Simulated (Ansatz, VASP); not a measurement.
**One calculation of PbS, two programs**

```
Pb S
1.0
     0.00000    2.98723    2.98723
     2.98723    0.00000    2.98723
     2.98723    2.98723    0.00000
Pb S
1 1
Direct
  0.00000 0.00000 0.00000
  0.50000 0.50000 0.50000
```

Alike in both runs: task single point; functional PBE; k mesh 8 × 8 × 8; occupations fermi-dirac, width 0.02 eV; no spin polarisation.

```csv
,VASP,Ansatz
version,VASP 6.6.1,Ansatz 0.2.0
potentials or method,"VASP PAW PBE potentials, release 64 (Pb_d, S)","plane waves, PAW"
plane-wave cutoff (eV),520,420
valence electrons in the cell,20,20
```

```tsv
	VASP	Ansatz	Ansatz less VASP
pressure (GPa)	0.9	0.9	+0.07
```

Neither program's run includes spin-orbit coupling.
